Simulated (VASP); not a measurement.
Wanted: the native input for a VASP 6.6.1 run.

| Quantity | Value |
| --- | --- |
| Task | single point |
| Functional | PBE |
| Potentials or basis | VASP PAW PBE potentials, release 64 (Sn_d) |
| Cutoff | 520 eV |
| k mesh | 13 × 13 × 13 |
| Occupations | fermi-dirac, width 0.05 eV |
| Spin | no spin polarisation |
| Dipole correction | no |
| Further INCAR settings | ALGO = Normal; EDIFF = 1e-06; NBANDS = 21 |

The structure of Sn lies in POSCAR:

```
Sn
1.0
   -2.6101575147      2.6101575147      1.4164491833
    2.6101575147     -2.6101575147      1.4164491833
    2.6101575147      2.6101575147     -1.4164491833
Sn
2
Direct
   -0.3750000000     -0.1250000000     -0.2500000000
    0.3750000000      0.1250000000      0.2500000000
```

These files were run (other wordings do the same):

INCAR

```
SYSTEM = Sn
  PREC = Accurate
  ENCUT = 520
  EDIFF = 1E-6
  ISMEAR = -1
  SIGMA = 0.05
  LREAL = .False.
  LASPH = .True.
  NELM = 100
  ALGO = Normal
  ISIF = 2
  LWAVE = .False.
  LCHARG = .True.
  GGA = PE
  LELF = .True.
  LVHAR = .True.
  NBANDS = 21
```

KPOINTS

```
regular mesh
0
Gamma
  13 13 13
  0 0 0
```

Potentials or basis: VASP PAW PBE potentials, release 64 (Sn_d).

Command:

```console
$ cat potpaw_PBE.64/Sn_d/POTCAR > POTCAR
$ mpirun -np 1 vasp_std > vasp.out
```

Results of the run:

The pressure is 46.8 GPa. The band gap on the k mesh is zero (bands 14 and 15 overlap by 6.11 eV).

Caveat: the cell stands under pressure; spin-orbit coupling is left out, which moves the levels of the heavy elements.

Run time: 84 s on 1 thread of Intel(R) Xeon(R) 6975P-C (Granite Rapids) (shared host), peak memory 0.25 GiB.
